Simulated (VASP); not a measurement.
# Mo (P6_3/mmc) in VASP: a series of runs

Mo is run at these levels: PBEsol; tasks: single point, relaxation of cell and atoms.

All numbers are computed with VASP 6.6.1; they aren't measurements. Logs are shortened: lines on timing, memory, paths and dates and some standing lists are left out, and cuts for length are marked.

**1. The cell of the first run**

The structure is hexagonal, space group P6_3/mmc (No. 194). Conventional cell: a = 2.730 Å, b = 2.730 Å, c = 4.839 Å, α = 90.00°, β = 90.00°, γ = 120.00°. Mo (site symmetry -6m2) has 12 Mo at 2.73 to 2.89 Å within 3.6 Å.

**2. Single point, PBEsol**

Contents of INCAR:

```
SYSTEM = Mo
ALGO = Normal
EDIFF = 1E-6
ENCUT = 520
GGA = PS
ISIF = 2
ISMEAR = 0
LASPH = .TRUE.
LCHARG = .TRUE.
LELF = .TRUE.
LREAL = .FALSE.
LVHAR = .TRUE.
LWAVE = .FALSE.
NBANDS = 21
NELM = 100
PREC = Accurate
SIGMA = 0.1
```

Contents of KPOINTS:

```
k-points
0
G
  18 18 10
  0 0 0
```

Contents of POSCAR:

```
Mo
1.0
    2.7299939019      0.0000000000      0.0000000000
   -1.3649969510      2.3642440712      0.0000000000
    0.0000000000      0.0000000000      4.8394342962
Mo
2
Direct
    0.0000000000      0.0000000000      0.0000000000
    0.3333333333      0.6666666667      0.5000000000
```

Potentials or basis: VASP PAW PBE potentials, release 64 (Mo_sv).

On the command line:

```
cat potpaw_PBE.64/Mo_sv/POTCAR > POTCAR
mpirun -np 1 vasp_std > vasp.out
```

OUTCAR:

```text
SYSTEM = Mo
   EDIFF = 1E-6
   ENCUT = 520
   GGA = PS
   ISIF = 2
   ISMEAR = 0
   LASPH = .TRUE.
   LREAL = .FALSE.
   NELM = 100
   PREC = Accurate

 ion  position               nearest neighbor table
   1  0.000  0.000  0.000-   2 2.89   2 2.89   2 2.89   2 2.89   2 2.89   2 2.89
   2  0.333  0.667  0.500-   1 2.89   1 2.89   1 2.89   1 2.89   1 2.89   1 2.89

  LATTYP: Found a hexagonal cell.
 ALAT       =     2.7299939019
 C/A-ratio  =     1.7726905151

  Lattice vectors:

 A1 = (   2.7299939019,   0.0000000000,   0.0000000000)
 A2 = (  -1.3649969510,   2.3642440712,   0.0000000000)
 A3 = (   0.0000000000,   0.0000000000,   4.8394342962)

Analysis of symmetry for initial positions (statically):
=====================================================================
 Subroutine PRICEL returns:
 Original cell was already a primitive cell.

 Routine SETGRP: Setting up the symmetry group for a
 hexagonal supercell.

 Subroutine GETGRP returns: Found 24 space group operations
 (whereof 12 operations were pure point group operations)
 out of a pool of 24 trial point group operations.

The static configuration has the point symmetry D_3h.
 The point group associated with its full space group is D_6h.

Analysis of symmetry for dynamics (positions and initial velocities):
=====================================================================
 Subroutine PRICEL returns:
 Original cell was already a primitive cell.

 Routine SETGRP: Setting up the symmetry group for a
 hexagonal supercell.

 Subroutine GETGRP returns: Found 24 space group operations
 (whereof 12 operations were pure point group operations)
 out of a pool of 24 trial point group operations.

The dynamic configuration has the point symmetry D_3h.
 The point group associated with its full space group is D_6h.

 Subroutine INISYM returns: Found 24 space group operations
 (whereof 12 operations are pure point group operations),
 and found     1 'primitive' translations

----------------------------------------------------------------------------------------

                                     Primitive cell

  volume of cell :      31.2355

  direct lattice vectors                    reciprocal lattice vectors
     2.729993902  0.000000000  0.000000000     0.366301185  0.211484087  0.000000000
    -1.364996951  2.364244071  0.000000000     0.000000000  0.422968175  0.000000000
     0.000000000  0.000000000  4.839434296     0.000000000  0.000000000  0.206635722

  length of vectors
     2.729993902  2.729993902  4.839434296     0.422968175  0.422968175  0.206635722

  position of ions in fractional coordinates (direct lattice)
     0.000000000  0.000000000  0.000000000
     0.333333333  0.666666667  0.500000000

  ion indices of the primitive-cell ions
   primitive index   ion index
                 1           1
                 2           2

----------------------------------------------------------------------------------------

 KPOINTS: k-points

Automatic generation of k-mesh.
 Grid dimensions read from file:
 generate k-points for:   18   18   10

 Generating k-lattice:

  Cartesian coordinates                     Fractional coordinates (reciprocal lattice)
     0.020350066  0.011749116  0.000000000     0.055555556  0.000000000  0.000000000
     0.000000000  0.023498232  0.000000000     0.000000000  0.055555556  0.000000000
     0.000000000  0.000000000  0.020663572     0.000000000  0.000000000  0.100000000

  Length of vectors
     0.023498232  0.023498232  0.020663572

  Shift w.r.t. Gamma in fractional coordinates (k-lattice)
     0.000000000  0.000000000  0.000000000

 Subroutine IBZKPT returns following result:
 ===========================================

 Found    222 irreducible k-points:

 Following reciprocal coordinates:
            Coordinates               Weight
  0.000000  0.000000  0.000000      1.000000
  0.055556  0.000000  0.000000      6.000000
  0.111111  0.000000  0.000000      6.000000
  0.166667  0.000000  0.000000      6.000000
  0.222222  0.000000  0.000000      6.000000
  0.277778  0.000000  0.000000      6.000000
[... 16 lines left out ...]
  0.333333  0.111111  0.000000     12.000000
  0.388889  0.111111  0.000000     12.000000
 [... further k-points ...]
   k-points           NKPTS =    222   k-points in BZ     NKDIM =    222   number of bands    NBANDS=     21
   number of dos      NEDOS =    301   number of ions     NIONS =      2
   total plane-waves  NPLWV =  14400
   dimension x,y,z NGX =    20 NGY =   20 NGZ =   36
   dimension x,y,z NGXF=    40 NGYF=   40 NGZF=   72
   ions per type =               2
   NGX,Y,Z   is equivalent  to a cutoff of  12.18, 12.18, 12.37 a.u.
   NGXF,Y,Z  is equivalent  to a cutoff of  24.36, 24.36, 24.73 a.u.
 SYSTEM =  Mo
   PREC   = accura    normal or accurate (medium, high low for compatibility)
   ISTART =      0    job   : 0-new  1-cont  2-samecut
   ICHARG =      2    charge: 1-file 2-atom 10-const
   ISPIN  =      1    spin polarized calculation?
   LNONCOLLINEAR =      F non collinear calculations
   LSORBIT =      F    spin-orbit coupling
   LASPH  =      T    aspherical Exc in radial PAW
   ENCUT  =  520.0 eV  38.22 Ry    6.18 a.u.   5.08  5.08  9.00*2*pi/ulx,y,z
   NELM   =    100;   NELMIN=  2; NELMDL= -5     # of ELM steps
   EDIFF  = 0.1E-05   stopping-criterion for ELM
   LREAL  =      F    real-space projection
   EDIFFG = 0.1E-04   stopping-criterion for IOM
   NSW    =      0    number of steps for IOM
   IBRION =     -1    ionic relax: 0-MD 1-quasi-New 2-CG
   NFREE  =      0    steps in history (QN), initial steepest desc. (CG)
   ISIF   =      2    stress and relaxation
   ISYM   =      2    0-nonsym 1-usesym 2-fastsym
   POTIM  = 0.5000    time-step for ionic-motion
   TEBEG  =    0.0;   TEEND  =   0.0 temperature during run
   PSTRESS=    0.0 pullay stress
   NELECT =      28.0000    total number of electrons
   NUPDOWN=      -1.0000    fix difference up-down
   EMIN   =  10.00;   EMAX   =-10.00  energy-range for DOS
   EFERMI =   0.00;   METHOD = LEGACY
   ISMEAR =     0;   SIGMA  =   0.10  broadening in eV -4-tet -1-fermi 0-gaus
   EFERMI_NEDOS =   21; number of points for ismear=-14 and -15
   IALGO  =     38    algorithm
   IMIX   =      4    mixing-type and parameters
     AMIX     =   0.40;   BMIX     =  1.00
     AMIX_MAG =   1.60;   BMIX_MAG =  1.00
  volume/ion in A,a.u.               =      15.62       105.39
  Fermi-wavevector in a.u.,A,eV,Ry     =   1.578500  2.982933 33.901132  2.491663
  Thomas-Fermi vector in A             =   2.679022
   LORBIT       =      0    0 simple, 1 ext, 2 COOP (PROOUT), +10 PAW based schemes
   GGA     = PS    functional components
   LHFCALC =     F    Hartree Fock is set to
   AEXX    =    0.0000 exact exchange contribution
   IVDW    =     0    specifies the selected vdW correction
   LEPSILON=     F    determine dielectric tensor
   LRPA    =     F    only Hartree local field effects (RPA)
 non-spin polarized calculation
 Gauss-broadening in eV      SIGMA  =   0.10
  energy-cutoff  :      520.00
  volume of cell :       31.24
 maximum number of plane-waves:       860
   NGX = 11   NGY = 11   NGZ = 17

 number of electron      28.0000004 magnetization

 Free energy of the ion-electron system (eV)
  ---------------------------------------------------
  ext. energy  EPLUGINS =         0.00000000
  ---------------------------------------------------
  free energy    TOTEN  =       -22.66507360 eV

  energy without entropy =      -22.65151888  energy(sigma->0) =      -22.65829624

 E-fermi :  12.1755     XC(G=0): -13.5121

 val. band max:       12.1638097399   @ k =   0.1111   0.0556   0.2000
 cond. band min:      12.1810070898   @ k =   0.2778   0.2778   0.1000
 fundamental gap:      0.0171973499
 Fermi energy:        12.1755186389

 k-point     1 :       0.0000    0.0000    0.0000
  band No.  band energies     occupation
      1     -48.5851      2.00000
      2     -48.4050      2.00000
      3     -23.2320      2.00000
      4     -22.0601      2.00000
      5     -21.8960      2.00000
      6     -21.8960      2.00000
[... 13 lines left out ...]
     20      15.6712      0.00000
     21      22.2059      0.00000

 k-point     2 :       0.0556    0.0000    0.0000
  band No.  band energies     occupation
      1     -48.5772      2.00000
      2     -48.3995      2.00000
      3     -23.2181      2.00000
      4     -22.0618      2.00000
      5     -21.9399      2.00000
      6     -21.9081      2.00000
[... 13 lines left out ...]
     20      16.1475      0.00000
     21      22.1879      0.00000

 k-point     3 :       0.1111    0.0000    0.0000
  band No.  band energies     occupation
      1     -48.5543      2.00000
      2     -48.3836      2.00000
      3     -23.1771      2.00000
      4     -22.0672      2.00000
      5     -22.0659      2.00000
      6     -21.9502      2.00000
[... 13 lines left out ...]
     20      17.1418      0.00000
     21      22.1204      0.00000

 k-point     4 :       0.1667    0.0000    0.0000
  band No.  band energies     occupation
      1     -48.5187      2.00000
      2     -48.3594      2.00000
      3     -23.1119      2.00000
      4     -22.2572      2.00000
      5     -22.1395      2.00000
      6     -22.0777      2.00000
[... 13 lines left out ...]
     20      18.2863      0.00000
     21      21.9868      0.00000

 k-point     5 :       0.2222    0.0000    0.0000
  band No.  band energies     occupation
      1     -48.4741      2.00000
      2     -48.3302      2.00000
      3     -23.0273      2.00000
      4     -22.4891      2.00000
      5     -22.3650      2.00000
      6     -22.0948      2.00000
[... 13 lines left out ...]
     20      19.4574      0.00000
     21      21.8004      0.00000
[... 382 lines left out ...]
     20      21.1417      0.00000
     21      21.7047      0.00000

 k-point    22 :       0.2778    0.1111    0.0000
  band No.  band energies     occupation
      1     -48.3643      2.00000
      2     -48.2662      2.00000
      3     -22.9392      2.00000
      4     -22.8221      2.00000
      5     -22.7981      2.00000
      6     -22.2472      2.00000
[... 13 lines left out ...]
     20      21.7799      0.00000
     21      22.1942      0.00000

 k-point    23 :       0.3333    0.1111    0.0000
  band No.  band energies     occupation
      1     -48.3248      2.00000
      2     -48.2479      2.00000
      3     -23.1023      2.00000
      4     -22.9597      2.00000
      5     -22.7026      2.00000
      6     -22.3117      2.00000
[... 13 lines left out ...]
     20      21.8983      0.00000
     21      23.0908      0.00000

 k-point    24 :       0.3889    0.1111    0.0000
  band No.  band energies     occupation
      1     -48.2969      2.00000
      2     -48.2379      2.00000
      3     -23.2076      2.00000
      4     -23.0489      2.00000
      5     -22.6269      2.00000
      6     -22.3533      2.00000
[... 13 lines left out ...]
     20      21.2617      0.00000
     21      23.6593      0.00000

 [... further k-points ...]
[... 5 lines left out ...]
  --------------------------------------------------------------------------------------
  -------------------------------------------------------------------------------------
  Total        0.1072047      0.1072047      0.0764016     -0.0000000      0.0000000     -0.0000000
  in kB        5.4989006      5.4989006      3.9189024     -0.0000000      0.0000000     -0.0000000
  external PRESSURE =       4.9722345 kB  Pullay stress =       0.0000000 kB

 VOLUME and BASIS-vectors are now :
 -----------------------------------------------------------------------------
  energy-cutoff  :      520.00
  volume of cell :       31.24
      direct lattice vectors                 reciprocal lattice vectors
     2.729993902  0.000000000  0.000000000     0.366301185  0.211484087  0.000000000
    -1.364996951  2.364244071  0.000000000     0.000000000  0.422968175  0.000000000
     0.000000000  0.000000000  4.839434296     0.000000000  0.000000000  0.206635722

 POSITION                                       TOTAL-FORCE (eV/Angst)
 -----------------------------------------------------------------------------------
      0.00000      0.00000      0.00000         0.000000     -0.000000      0.000000
     -0.00000      1.57616      2.41972        -0.000000      0.000000      0.000000
 -----------------------------------------------------------------------------------
    total drift:                                0.000000     -0.000000     -0.000000

  FREE ENERGIE OF THE ION-ELECTRON SYSTEM (eV)
  ---------------------------------------------------
  free  energy   TOTEN  =       -22.6650736050 eV

  energy  without entropy=      -22.6515188752  energy(sigma->0) =      -22.65829624
```

It took 76 s on 1 thread of Intel Xeon Platinum 8375C at 2.90GHz (Ice Lake), shared host; peak memory 0.23 GiB.

Results:

| Property | Result |
| --- | --- |
| Free energy | -22.6651 eV |
| Pressure | 0.5 GPa |
| Band gap on the k mesh | zero (band 14 reaches 13.47 eV, above the bottom of band 15 at 11.51 eV) |

Caveat: the PAW data sets were made with another functional, which shifts forces and pressure a little.

**3. Relaxation of cell and atoms, PBEsol**

This run uses another cell than the first one, of 15.58 Å³/atom, 0.998 times its volume.

Contents of INCAR:

```
PREC     = Accurate       # precision mode
ENCUT    = 600            # plane-wave cutoff, eV
EDIFF    = 1E-7           # SCF threshold, eV
ISMEAR   = 0              # smearing method
SIGMA    = 0.1            # smearing width, eV
LREAL    = F              # projectors in reciprocal space
LASPH    = T              # aspherical terms in the spheres
NELM     = 100            # most SCF steps
ALGO     = Normal         # electronic algorithm
ISIF     = 3              # what is computed and relaxed
LWAVE    = F              # write WAVECAR
LCHARG   = F              # write CHGCAR
GGA      = PS             # functional
IBRION   = 2              # ionic algorithm
NSW      = 100            # ionic steps
EDIFFG   = -0.005         # ionic threshold
```

Contents of KPOINTS:

```
regular mesh
0
Gamma
  18 18 10
```

Contents of POSCAR:

```
Mo
1.0
    2.7280644741      0.0000000000      0.0000000000
   -1.3640322371      2.3625731377      0.0000000000
    0.0000000000      0.0000000000      4.8343977822
Mo
2
Direct
    0.0000000000      0.0000000000      0.0000000000
    0.3333333333      0.6666666667      0.5000000000
```

Potentials or basis: VASP PAW PBE potentials, release 64 (Mo_sv).

On the command line:

```
cat potpaw_PBE.64/Mo_sv/POTCAR > POTCAR
mpirun -np 1 vasp_std > vasp.out
```

Run time: 3.5 min. Hardware: 1 thread of Intel Xeon Platinum 8375C at 2.90GHz (Ice Lake), shared host; peak memory 0.26 GiB.

The run converged. Its results:

| Item | Value |
| --- | --- |
| Free energy | -22.6652 eV |
| Relaxed volume | 15.64 Å³/atom |
| Relaxed cell | a = 2.732 Å, b = 2.732 Å, c = 4.840 Å, α = 90.00°, β = 90.00°, γ = 120.00° |
| Space group after relaxing (to 0.05 Å) | P6_3/mmc (No. 194) |
| Energy gained by relaxing | 0.2 meV/atom |
| Ionic steps | 3 |
| Pressure after relaxing | 0.0 GPa |
| Band gap on the k mesh | zero (band 14 reaches 13.44 eV, above the bottom of band 15 at 11.49 eV) |

The path:
```tsv
step	energy change (eV)	largest force (eV/Å)	pressure (GPa)	volume (Å³)
1	0.0000	0.0000	1.03	31.16
2	0.0024	0.0000	-2.68	31.61
3	-0.0004	0.0000	0.00	31.28
```

Final structure:
```
Mo
1.0
     2.73184    0.00000    0.00000
    -1.36592    2.36584    0.00000
     0.00000    0.00000    4.84006
Mo
2
Direct
  0.00000 0.00000 0.00000
  0.33333 0.66667 0.50000
```

Levels at points of the mesh, in eV from the Fermi level:
```csv
k point,band 10,band 11,band 12,band 13,band 14,band 15,band 16,band 17,band 18
"(0.00, 0.00, 0.00)",-4.86,-1.77,-0.69,-0.69,-0.17,-0.17,0.68,1.47,1.47
"(0.50, 0.00, 0.00)",-4.35,-4.23,-1.22,-0.46,-0.32,-0.20,3.82,4.63,4.90
"(0.00, 0.00, 0.50)",-5.24,-1.94,-1.94,-0.66,-0.66,-0.66,-0.66,2.81,2.81
"(0.50, 0.00, 0.50)",-4.87,-3.43,-3.43,1.25,1.25,1.85,1.85,4.78,4.81
```

Caveat: the PAW data sets were made with another functional, which shifts forces and pressure a little.

[end of part 1 of 2]
